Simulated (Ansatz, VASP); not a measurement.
**HfH3Cl in VASP and in Ansatz**

```xyz
5
Lattice="3.5108 0.0000 0.0000 0.0000 3.5108 0.0000 0.0000 0.0000 4.2011" Properties=species:S:1:pos:R:3 pbc="T T T"
Hf    1.7554    1.7554    2.7665
H     0.0000    1.7554    1.9072
H     1.7554    0.0000    1.9072
H     1.7554    1.7554    4.9579
Cl    0.0000    0.0000   -0.2369
```

Change from the starting cell: species swapped into the TiPbO3 type (P4mm, No. 99).

Alike in both runs: functional PBE; k mesh 3 × 3 × 3; occupations gaussian, width 0.15 eV; no spin polarisation.

Ansatz relaxed the structure, and its values are those at the end. VASP's run is a single point on that final structure, the one shown.

```csv
,VASP,Ansatz
version,VASP 6.6.1,Ansatz 0.2.0
potentials or method,"VASP PAW PBE potentials, release 64 (Hf_pv, H, Cl), cutoff 500 eV","scalar-relativistic, plane waves, PAW"
valence electrons in the cell,20,36
```

Ansatz gave:

| Quantity | Value |
| --- | --- |
| gap on the k mesh at the Fermi level (eV) | 2.56 |
| least direct gap on the mesh (eV) | 2.63 |
| pressure (GPa) | 0.2 |
| rms of the force components (eV/Å) | 0.023 |

Estimate VASP's values.

gap on the k mesh at the Fermi level (eV): 2.56; least direct gap on the mesh (eV): 2.64; pressure (GPa): -0.6; rms of the force components (eV/Å): 0.026.

VASP's potentials hold 20 valence electrons a cell and Ansatz's 36, so a difference there can come from the potentials and not from the codes.

The k mesh is coarse, so the values compare programs but aren't converged. Spin-orbit coupling is off throughout.
